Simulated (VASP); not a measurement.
# BN (P6_3mc) in VASP: notebook

BN is run at these levels: PBE-based screened hybrid with 10 % exact exchange, PBE-based screened hybrid with 50 % exact exchange; tasks: single point.

Everything below comes from runs of VASP 6.6.1. Logs are shortened: lines on timing, memory, paths and dates and some standing lists are left out, and cuts for length are marked.

### Step 1. The cell of the first run

The structure is hexagonal, space group P6_3mc (No. 186). Conventional cell: a = 2.544 Å, b = 2.544 Å, c = 4.208 Å, α = 90.00°, β = 90.00°, γ = 120.00°. B (site symmetry 3m) has 4 N at 1.56 to 1.58 Å within 2.1 Å. Within 2.1 Å of N (site symmetry 3m) lie 4 B at 1.56 to 1.58 Å.

### Step 2. Single point, PBE-based screened hybrid with 10 % exact exchange

Contents of POSCAR:

```
BN
1.0
    2.5439500013      0.0000000000      0.0000000000
   -1.2719750007      2.2031253271      0.0000000000
    0.0000000000      0.0000000000      4.2078153363
B N
2 2
Direct
    0.3333333333      0.6666666667      0.0002034648
    0.6666666667      0.3333333333      0.5002034648
    0.3333333333      0.6666666667      0.3747965352
    0.6666666667      0.3333333333      0.8747965352
```

Contents of INCAR.step1:

```
SYSTEM = BN
ALGO = Normal ; EDIFF = 1E-5
ENCUT = 520 ; GGA = PE
ISIF = 2 ; ISMEAR = 0
LASPH = .TRUE. ; LCHARG = .FALSE.
LREAL = .FALSE. ; LWAVE = .TRUE.
NBANDS = 16 ; NELM = 60
PREC = Accurate ; SIGMA = 0.01
```

Contents of INCAR.step2:

```
SYSTEM = BN
AEXX = 0.1 ; ALGO = Normal
EDIFF = 1E-7 ; ENCUT = 520
GGA = PE ; HFSCREEN = 0.3
ISIF = 2 ; ISMEAR = 0
ISTART = 1 ; LASPH = .TRUE.
LCHARG = .FALSE. ; LHFCALC = .TRUE.
LREAL = .FALSE. ; LWAVE = .FALSE.
NBANDS = 16 ; NELM = 60
PREC = Accurate ; PRECFOCK = Normal
SIGMA = 0.01
```

Contents of KPOINTS:

```
k-points
0
G
  6 6 4
  0 0 0
```

Potentials or basis: VASP PAW PBE potentials, release 64 (B, N).

On the command line:

```console
$ cat potpaw_PBE.64/B/POTCAR potpaw_PBE.64/N/POTCAR > POTCAR
$ cp INCAR.step1 INCAR
$ mpirun -np 1 vasp_std > vasp.out
$ cp INCAR.step2 INCAR
$ mpirun -np 1 vasp_std > vasp.out
```

OUTCAR:

```text
SYSTEM = BN
   AEXX = 0.1
   EDIFF = 1E-7
   ENCUT = 520
   GGA = PE
   HFSCREEN = 0.3
   ISIF = 2
   ISMEAR = 0
   ISTART = 1
   LASPH = .TRUE.
   LHFCALC = .TRUE.
   LREAL = .FALSE.
   NELM = 60
   PREC = Accurate
   PRECFOCK = Normal

 ion  position               nearest neighbor table
   1  0.333  0.667  0.000-   4 1.56   4 1.56   4 1.56   3 1.58
   2  0.667  0.333  0.500-   3 1.56   3 1.56   3 1.56   4 1.58
   3  0.333  0.667  0.375-   2 1.56   2 1.56   2 1.56   1 1.58
   4  0.667  0.333  0.875-   1 1.56   1 1.56   1 1.56   2 1.58

  LATTYP: Found a hexagonal cell.
 ALAT       =     2.5439500013
 C/A-ratio  =     1.6540479703

  Lattice vectors:

 A1 = (   2.5439500013,   0.0000000000,   0.0000000000)
 A2 = (  -1.2719750007,   2.2031253271,   0.0000000000)
 A3 = (   0.0000000000,   0.0000000000,   4.2078153363)

Analysis of symmetry for initial positions (statically):
=====================================================================
 Subroutine PRICEL returns:
 Original cell was already a primitive cell.

 Routine SETGRP: Setting up the symmetry group for a
 hexagonal supercell.

 Subroutine GETGRP returns: Found 12 space group operations
 (whereof  6 operations were pure point group operations)
 out of a pool of 24 trial point group operations.

The static configuration has the point symmetry C_3v.
 The point group associated with its full space group is C_6v.

Analysis of symmetry for dynamics (positions and initial velocities):
=====================================================================
 Subroutine PRICEL returns:
 Original cell was already a primitive cell.

 Routine SETGRP: Setting up the symmetry group for a
 hexagonal supercell.

 Subroutine GETGRP returns: Found 12 space group operations
 (whereof  6 operations were pure point group operations)
 out of a pool of 24 trial point group operations.

The dynamic configuration has the point symmetry C_3v.
 The point group associated with its full space group is C_6v.

 Subroutine INISYM returns: Found 12 space group operations
 (whereof  6 operations are pure point group operations),
 and found     1 'primitive' translations

----------------------------------------------------------------------------------------

                                     Primitive cell

  volume of cell :      23.5833

  direct lattice vectors                    reciprocal lattice vectors
     2.543950001  0.000000000  0.000000000     0.393089487  0.226950321  0.000000000
    -1.271975001  2.203125327  0.000000000     0.000000000  0.453900642  0.000000000
     0.000000000  0.000000000  4.207815336     0.000000000  0.000000000  0.237653015

  length of vectors
     2.543950001  2.543950001  4.207815336     0.453900642  0.453900642  0.237653015

  position of ions in fractional coordinates (direct lattice)
     0.333333333  0.666666667  0.000203465
     0.666666667  0.333333333  0.500203465
     0.333333333  0.666666667  0.374796535
     0.666666667  0.333333333  0.874796535

  ion indices of the primitive-cell ions
   primitive index   ion index
                 1           1
                 2           2
                 3           3
                 4           4

----------------------------------------------------------------------------------------

 KPOINTS: k-points

Automatic generation of k-mesh.
 Grid dimensions read from file:
 generate k-points for:    6    6    4

 Generating k-lattice:

  Cartesian coordinates                     Fractional coordinates (reciprocal lattice)
     0.065514914  0.037825053  0.000000000     0.166666667  0.000000000  0.000000000
     0.000000000  0.075650107  0.000000000     0.000000000  0.166666667  0.000000000
     0.000000000  0.000000000  0.059413254     0.000000000  0.000000000  0.250000000

  Length of vectors
     0.075650107  0.075650107  0.059413254

  Shift w.r.t. Gamma in fractional coordinates (k-lattice)
     0.000000000  0.000000000  0.000000000

 Subroutine IBZKPT returns following result:
 ===========================================

 Found     21 irreducible k-points:

 Following reciprocal coordinates:
            Coordinates               Weight
  0.000000  0.000000  0.000000      1.000000
  0.166667  0.000000  0.000000      6.000000
  0.333333 -0.000000  0.000000      6.000000
  0.500000 -0.000000  0.000000      3.000000
  0.166667  0.166667  0.000000      6.000000
  0.333333  0.166667  0.000000     12.000000
[... 13 lines left out ...]
  0.333333  0.166667  0.500000     12.000000
  0.333333  0.333333  0.500000      2.000000
   k-points           NKPTS =     21   k-points in BZ     NKDIM =    144   number of bands    NBANDS=     16
   number of dos      NEDOS =    301   number of ions     NIONS =      4
   total plane-waves  NPLWV =  12800
   dimension x,y,z NGX =    20 NGY =   20 NGZ =   32
   dimension x,y,z NGXF=    40 NGYF=   40 NGZF=   64
   ions per type =               2   2
   NGX,Y,Z   is equivalent  to a cutoff of  13.07, 13.07, 12.64 a.u.
   NGXF,Y,Z  is equivalent  to a cutoff of  26.14, 26.14, 25.29 a.u.
 SYSTEM =  BN
   PREC   = accura    normal or accurate (medium, high low for compatibility)
   ISTART =      1    job   : 0-new  1-cont  2-samecut
   ICHARG =      0    charge: 1-file 2-atom 10-const
   ISPIN  =      1    spin polarized calculation?
   LNONCOLLINEAR =      F non collinear calculations
   LSORBIT =      F    spin-orbit coupling
   LASPH  =      T    aspherical Exc in radial PAW
   ENCUT  =  520.0 eV  38.22 Ry    6.18 a.u.   4.73  4.73  7.82*2*pi/ulx,y,z
   NELM   =     60;   NELMIN=  2; NELMDL=  0     # of ELM steps
   EDIFF  = 0.1E-06   stopping-criterion for ELM
   LREAL  =      F    real-space projection
   EDIFFG = 0.1E-05   stopping-criterion for IOM
   NSW    =      0    number of steps for IOM
   IBRION =     -1    ionic relax: 0-MD 1-quasi-New 2-CG
   NFREE  =      0    steps in history (QN), initial steepest desc. (CG)
   ISIF   =      2    stress and relaxation
   ISYM   =      3    0-nonsym 1-usesym 2-fastsym
   POTIM  = 0.5000    time-step for ionic-motion
   TEBEG  =    0.0;   TEEND  =   0.0 temperature during run
   PSTRESS=    0.0 pullay stress
   NELECT =      16.0000    total number of electrons
   NUPDOWN=      -1.0000    fix difference up-down
   EMIN   =  10.00;   EMAX   =-10.00  energy-range for DOS
   EFERMI =   0.00;   METHOD = LEGACY
   ISMEAR =     0;   SIGMA  =   0.01  broadening in eV -4-tet -1-fermi 0-gaus
   EFERMI_NEDOS =   21; number of points for ismear=-14 and -15
   IALGO  =     38    algorithm
   IMIX   =      1    mixing-type and parameters
     AMIX     =   0.40;   BMIX     =  1.00
     AMIX_MAG =   1.60;   BMIX_MAG =  1.00
  volume/ion in A,a.u.               =       5.90        39.79
  Fermi-wavevector in a.u.,A,eV,Ry     =   1.438512  2.718393 28.154745  2.069315
  Thomas-Fermi vector in A             =   2.557470
   LORBIT       =      0    0 simple, 1 ext, 2 COOP (PROOUT), +10 PAW based schemes
   GGA     = PE    functional components
   LHFCALC =     T    Hartree Fock is set to
   PRECFOCK=normal    Normal, Fast or Accurate (Low or Medium for compatibility)
   ENCUT4O =  -1.0   cutoff for four orbital integrals eV
   NKREDX  =     1    reduce k-point grid by
   NKREDY  =     1    reduce k-point grid by
   NKREDZ  =     1    reduce k-point grid by
   AEXX    =    0.1000 exact exchange contribution
   HFSCREEN=    0.3000 screening length (either q_TF or 0.3 A-1)
   HFSCREENC=   0.3000 screening length for correlation (either q_TF or 0.3 A-1)
   ENCUTFOCK=  -1.0 apply spherical cutoff to Coloumb kernel
   IVDW    =     0    specifies the selected vdW correction
   LEPSILON=     F    determine dielectric tensor
   LRPA    =     F    only Hartree local field effects (RPA)
 non-spin polarized calculation
 Gauss-broadening in eV      SIGMA  =   0.01
  energy-cutoff  :      520.00
  volume of cell :       23.58
 maximum number of plane-waves:       652
 NGX is ok and might be reduce to    20
  NGX = 16; NGY = 16; NGZ = 24

 number of electron      16.0000000 magnetization

 Free energy of the ion-electron system (eV)
  ---------------------------------------------------
  ext. energy  EPLUGINS =         0.00000000
  ---------------------------------------------------
  free energy    TOTEN  =       -36.79977086 eV

  energy without entropy =      -36.79977086  energy(sigma->0) =      -36.79977086

 E-fermi :   7.4437     XC(G=0): -11.9475

 val. band max:        7.3040248281   @ k =   0.0000   0.0000   0.0000
 cond. band min:      12.9214621193   @ k =   0.3333   0.3333   0.0000
 fundamental gap:      5.6174372912
 Fermi energy:         7.4437451430

 k-point     1 :       0.0000    0.0000    0.0000
  band No.  band energies     occupation
      1     -13.8550      2.00000
      2      -9.5744      2.00000
      3      -3.9905      2.00000
      4       5.1091      2.00000
      5       5.1091      2.00000
      6       7.0356      2.00000
[... 8 lines left out ...]
     15      19.8867      0.00000
     16      24.3531      0.00000

 k-point     2 :       0.1667    0.0000    0.0000
  band No.  band energies     occupation
      1     -13.2356      2.00000
      2      -9.1121      2.00000
      3      -3.3740      2.00000
      4       2.6725      2.00000
      5       4.1333      2.00000
      6       5.2454      2.00000
[... 8 lines left out ...]
     15      21.5317      0.00000
     16      23.3449      0.00000

 k-point     3 :       0.3333   -0.0000    0.0000
  band No.  band energies     occupation
      1     -11.4843      2.00000
      2      -8.1250      2.00000
      3      -1.6656      2.00000
      4      -1.1927      2.00000
      5       1.5747      2.00000
      6       2.7168      2.00000
[... 8 lines left out ...]
     15      23.9484      0.00000
     16      24.5680      0.00000

 k-point     4 :       0.5000   -0.0000    0.0000
  band No.  band energies     occupation
      1      -9.6361      2.00000
      2      -8.3008      2.00000
      3      -2.5243      2.00000
      4      -0.7835      2.00000
      5       0.1528      2.00000
      6       2.1508      2.00000
[... 8 lines left out ...]
     15      24.5396      0.00000
     16      26.0365      0.00000

 k-point     5 :       0.1667    0.1667    0.0000
  band No.  band energies     occupation
      1     -12.0434      2.00000
      2      -8.3479      2.00000
      3      -2.1938      2.00000
      4       0.4618      2.00000
      5       1.4415      2.00000
      6       3.5381      2.00000
[... 8 lines left out ...]
     15      23.6052      0.00000
     16      23.8757      0.00000

 k-point     6 :       0.3333    0.1667    0.0000
  band No.  band energies     occupation
      1      -9.9825      2.00000
      2      -7.8738      2.00000
      3      -1.9422      2.00000
      4      -0.3639      2.00000
      5      -0.0125      2.00000
      6       1.1018      2.00000
[... 8 lines left out ...]
     15      23.9919      0.00000
     16      24.6069      0.00000
[... 210 lines left out ...]
 k-point    18 :       0.5000   -0.0000    0.5000
  band No.  band energies     occupation
      1      -8.8613      2.00000
      2      -8.8613      2.00000
      3      -3.0703      2.00000
      4      -3.0703      2.00000
      5       3.4097      2.00000
      6       3.4097      2.00000
[... 8 lines left out ...]
     15      24.5790      0.00000
     16      24.5790      0.00000

 k-point    19 :       0.1667    0.1667    0.5000
  band No.  band energies     occupation
      1     -10.6662      2.00000
      2     -10.6662      2.00000
      3       0.4468      2.00000
      4       0.4468      2.00000
      5       2.8602      2.00000
      6       2.8602      2.00000
[... 8 lines left out ...]
     15      22.8805      0.00000
     16      22.8805      0.00000

 k-point    20 :       0.3333    0.1667    0.5000
  band No.  band energies     occupation
      1      -8.9888      2.00000
      2      -8.9888      2.00000
      3      -2.0981      2.00000
      4      -2.0981      2.00000
      5       1.5632      2.00000
      6       1.5632      2.00000
[... 8 lines left out ...]
     15      24.3622      0.00000
     16      24.3622      0.00000

 k-point    21 :       0.3333    0.3333    0.5000
  band No.  band energies     occupation
      1      -8.2328      2.00000
      2      -8.2328      2.00000
      3      -1.8565      2.00000
      4      -1.8565      2.00000
      5      -0.6698      2.00000
      6      -0.6698      2.00000
[... 8 lines left out ...]
     15      24.8444      0.00000
     16      24.8444      0.00000

------------------------ aborting loop because EDIFF is reached ----------------------------------------

  FORCE on cell =-STRESS in cart. coord.  units (eV):
  Direction    XX          YY          ZZ          XY          YZ          ZX
  --------------------------------------------------------------------------------------
  -------------------------------------------------------------------------------------
  Total        0.2383932      0.2383932      0.1740704     -0.0000000      0.0000000     -0.0000000
  in kB       16.1957107     16.1957107     11.8258145     -0.0000000      0.0000000     -0.0000000
  external PRESSURE =      14.7390786 kB  Pullay stress =       0.0000000 kB

 VOLUME and BASIS-vectors are now :
 -----------------------------------------------------------------------------
  energy-cutoff  :      520.00
  volume of cell :       23.58
      direct lattice vectors                 reciprocal lattice vectors
     2.543950001  0.000000000  0.000000000     0.393089487  0.226950321  0.000000000
    -1.271975001  2.203125327  0.000000000     0.000000000  0.453900642  0.000000000
     0.000000000  0.000000000  4.207815336     0.000000000  0.000000000  0.237653015

 POSITION                                       TOTAL-FORCE (eV/Angst)
 -----------------------------------------------------------------------------------
     -0.00000      1.46875      0.00086        -0.000000      0.000000     -0.003208
      1.27198      0.73438      2.10476        -0.000000     -0.000000     -0.003208
     -0.00000      1.46875      1.57707         0.000000     -0.000000      0.003208
      1.27198      0.73438      3.68098        -0.000000      0.000000      0.003208
 -----------------------------------------------------------------------------------
    total drift:                                0.000000     -0.000000     -0.000046

  FREE ENERGIE OF THE ION-ELECTRON SYSTEM (eV)
  ---------------------------------------------------
  free  energy   TOTEN  =       -36.7997708642 eV

  energy  without entropy=      -36.7997708642  energy(sigma->0) =      -36.79977086
```

Wall time 19 min (1 thread of Oxide Virtual Turin-like, shared host); peak memory 0.21 GiB.

What came out:

```yaml
Free_energy: -36.7998 eV
Pressure: 1.5 GPa
Largest_force: 0.003 eV/Å
Band_gap_on_the_k_mesh: 5.62 eV (least direct gap 8.87 eV)
```

Forces in eV/Å, atoms in the order of the input:
```
B    0.000  0.000 -0.003
B    0.000  0.000 -0.003
N    0.000  0.000  0.003
N    0.000  0.000  0.003
```

Caveat: the k points lie up to 0.48 Å⁻¹ apart; the PAW data sets were made with another functional, which shifts forces and pressure a little. A k mesh can miss the band edges.

### Step 3. Single point, PBE-based screened hybrid with 50 % exact exchange

POSCAR is that of step 2.

Contents of INCAR.step1:

```
PREC = Accurate ; ENCUT = 520
EDIFF = 1E-5 ; ISMEAR = 0
SIGMA = 0.01 ; LREAL = F
LASPH = T ; NELM = 80
ALGO = Normal ; ISIF = 2
LWAVE = T ; LCHARG = F
NBANDS = 16 ; GGA = PE
```

Contents of INCAR.step2:

```
PREC = Accurate ; ENCUT = 520
EDIFF = 1E-7 ; ISMEAR = 0
SIGMA = 0.01 ; LREAL = F
LASPH = T ; NELM = 80
ALGO = Normal ; ISIF = 2
LWAVE = F ; LCHARG = F
GGA = PE ; LHFCALC = T
AEXX = 0.5 ; HFSCREEN = 0.3
PRECFOCK = Normal ; NBANDS = 16
ISTART = 1
```

Contents of KPOINTS:

```
regular mesh
0
Gamma
  6 6 4
```

Potentials or basis: VASP PAW PBE potentials, release 64 (B, N).

On the command line:

```console
$ cat potpaw_PBE.64/B/POTCAR potpaw_PBE.64/N/POTCAR > POTCAR
$ cp INCAR.step1 INCAR
$ mpirun -np 1 vasp_std > vasp.out
$ cp INCAR.step2 INCAR
$ mpirun -np 1 vasp_std > vasp.out
```

Wall time 19 min (1 thread of Oxide Virtual Turin-like, shared host); peak memory 0.21 GiB.

Results (log left out):

```
Free energy            : -44.8664 eV
Pressure               : -11.8 GPa
Largest force          : 0.031 eV/Å
Band gap on the k mesh : 7.40 eV (least direct gap 11.10 eV)
```

Forces in eV/Å, atoms in the order of the input:
```
B    0.000  0.000 -0.031
B    0.000  0.000 -0.031
N    0.000  0.000  0.031
N    0.000  0.000  0.031
```

Stress tensor (GPa, compression positive):
```
-11.41   0.00   0.00
  0.00 -11.41   0.00
  0.00   0.00 -12.47
```

Levels at points of the mesh, in eV from the valence-band top:
| k point | band 5 | band 6 | band 7 | band 8 | band 9 | band 10 | band 11 | band 12 |
| --- | --- | --- | --- | --- | --- | --- | --- | --- |
| (0.00, 0.00, 0.00) | -2.45 | -0.27 | 0.00 | 0.00 | 11.30 | 11.30 | 11.58 | 12.42 |
| (0.50, 0.00, 0.00) | -8.02 | -5.75 | -4.93 | -2.44 | 9.12 | 10.53 | 13.71 | 14.47 |
| (0.00, 0.00, 0.50) | -1.35 | -1.35 | -1.35 | -1.35 | 12.43 | 12.43 | 13.02 | 13.02 |
| (0.50, 0.00, 0.50) | -4.34 | -4.34 | -4.11 | -4.11 | 9.05 | 9.05 | 12.81 | 12.81 |

Caveat: the k points lie up to 0.48 Å⁻¹ apart; the PAW data sets were made with another functional, which shifts forces and pressure a little.
